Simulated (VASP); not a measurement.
Input of a VASP 6.6.1 run:

POSCAR

```
LaNiF6
1.0
    3.5732410000      2.0630140000      2.2414030000
   -3.5732410000      2.0630140000      2.2414030000
    0.0000000000     -4.1260270000      2.2414030000
La Ni F
1 1 6
Direct
    0.5000000000      0.5000000000      0.5000000000
    0.0000000000      0.0000000000      0.0000000000
    0.2760000000      0.9160000000      0.2760000000
    0.2760000000      0.2760000000      0.9160000000
    0.9160000000      0.2760000000      0.2760000000
    0.7240000000      0.0840000000      0.7240000000
    0.0840000000      0.7240000000      0.7240000000
    0.7240000000      0.7240000000      0.0840000000
```

The input INCAR.step1:

```
PREC = Accurate
ENCUT = 770
ISMEAR = -5
SIGMA = 0.1
LREAL = F
LASPH = T
NELM = 200
NBANDS = 46
GGA = PE
ALGO = Normal
EDIFF = 1E-5
LWAVE = T
LCHARG = F
GGA_COMPAT = F
LMAXMIX = 6
```

The input INCAR.step2:

```
PREC = Accurate
ENCUT = 770
EDIFF = 1E-6
ISMEAR = -5
SIGMA = 0.1
LREAL = F
LASPH = T
NELM = 200
ALGO = Normal
ISIF = 2
LWAVE = F
LCHARG = T
METAGGA = R2SCAN
LMIXTAU = T
LELF = T
LVHAR = T
NBANDS = 46
ISTART = 1
GGA_COMPAT = F
LMAXMIX = 6
```

File KPOINTS:

```
Automatic mesh
0
Gamma
  4 4 4
```

Potentials or basis: VASP PAW PBE potentials, release 64 (La, Ni_sv_GW, F).

Command:

```sh
$ cat potpaw_PBE.64/La/POTCAR potpaw_PBE.64/Ni_sv_GW/POTCAR potpaw_PBE.64/F/POTCAR > POTCAR
$ cp INCAR.step1 INCAR
$ mpirun -np 1 vasp_std > vasp.out
$ cp INCAR.step2 INCAR
$ mpirun -np 1 vasp_std > vasp.out
```

Q: Predict the pressure.

A: -2.4 GPa.

Q: Estimate the largest force.

A: 1.213 eV/Å.

Q: Estimate the band gap on the k mesh.

A: Zero (an odd number of electrons rules out a gap without spin polarisation).

Stress tensor (GPa, compression positive):
```
-3.70  0.00  0.00
 0.00 -3.70  0.00
 0.00  0.00  0.06
```

Caveat: the PAW data sets were made with another functional, which shifts forces and pressure a little; spin-orbit coupling is left out, which moves the levels of the heavy elements; an odd number of electrons without spin polarisation forces a metal; a magnetic or distorted state may lie lower; the run has no spin polarisation, though such a crystal can be magnetic; semilocal functionals often make such compounds metallic where correlation or magnetic order opens a gap, which also shifts bond lengths; tetrahedron occupations give inexact forces and stress in metals. With open d or f shells a metallic result of r2SCAN can be an artefact of self-interaction; +U or a hybrid may open a gap.
